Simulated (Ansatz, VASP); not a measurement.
# Two plane-wave programs on RuBrCl3

```
CELL_PARAMETERS angstrom
5.20269 0.00000 0.00000
0.00000 5.20269 0.00000
0.00000 0.00000 5.20269
ATOMIC_POSITIONS crystal
Ru 0.50000 0.50000 0.50000
Br 0.00000 0.00000 0.00000
Cl 0.00000 0.50000 0.50000
Cl 0.50000 0.00000 0.50000
Cl 0.50000 0.50000 0.00000
```

Change from the starting cell: species swapped into the Yb3SnO type (Pm-3m, No. 221).

Alike in both runs: task single point; functional PBE; k mesh 4 × 4 × 4; occupations gaussian, width 0.1 eV; collinear spin.

```csv
,VASP,Ansatz
version,VASP 6.6.1,Ansatz 0.2.0
potentials or method,"VASP PAW PBE potentials, release 64 (Ru_pv, Br, Cl), cutoff 520 eV","scalar-relativistic, plane waves, PAW"
valence electrons in the cell,42,44
```

```csv
,VASP,Ansatz,Ansatz less VASP
gap on the k mesh at the Fermi level (eV),none,none,-
pressure (GPa),-7.5,-7.2,+0.32
net moment per atom (μB),0.45,0.25,-0.201
size of the moment on the site where the two differ most (μB),0.04,0.67,+0.622
```

The net moments are unlike, so the other rows may belong to different states. Site moments also hang on the region over which each program counts them. A gap of «none» marks a metal or a gap that the smearing closes. VASP's potentials hold 42 valence electrons a cell and Ansatz's 44, so a difference there can come from the potentials and not from the codes.
